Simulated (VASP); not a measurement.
Runs of VASP 6.6.1 on HfN. The structure is that of space group Fm-3m (No. 225), or close to it. The cells are those of the table. 

| cell | gap on the mesh (eV) | pressure (GPa) |
| --- | --- | --- |
| a = 3.315, b = 3.315, c = 3.354 Å, angles 59.6, 59.6, 60.8°, 2 atoms | none | -30.0 |
| a = 3.276, b = 3.276, c = 3.195 Å, angles 60.8, 60.8, 58.4°, 2 atoms | none | (a) |
| a = 3.235, b = 3.235, c = 3.195 Å, angles 60.4, 60.4, 59.2°, 2 atoms | none | -11.1 |
| a = 3.237, b = 3.237, c = 3.115 Å, angles 61.2, 61.2, 57.5°, 2 atoms | none | (b) |
| a = 3.235, b = 3.235, c = 3.275 Å, angles 59.6, 59.6, 60.8°, 2 atoms | none | -16.7 |

Alike in all rows: task single point; level PBEsol; potentials or basis VASP PAW PBE potentials, release 64 (Hf_pv, N); no spin polarisation; k mesh 18 × 18 × 18; cutoff (eV) 520; smearing gaussian 0.15 eV.

Fill in the values left out.

(a) -15.7; (b) -1.2.

Caveats: the PAW data sets were made with another functional, which shifts forces and pressure a little; spin-orbit coupling is left out, which moves the levels of the heavy elements.

A k mesh can miss the band edges, and the runs leave out spin-orbit coupling on Hf.

A gap of «none» marks levels without a gap at the run's occupations.
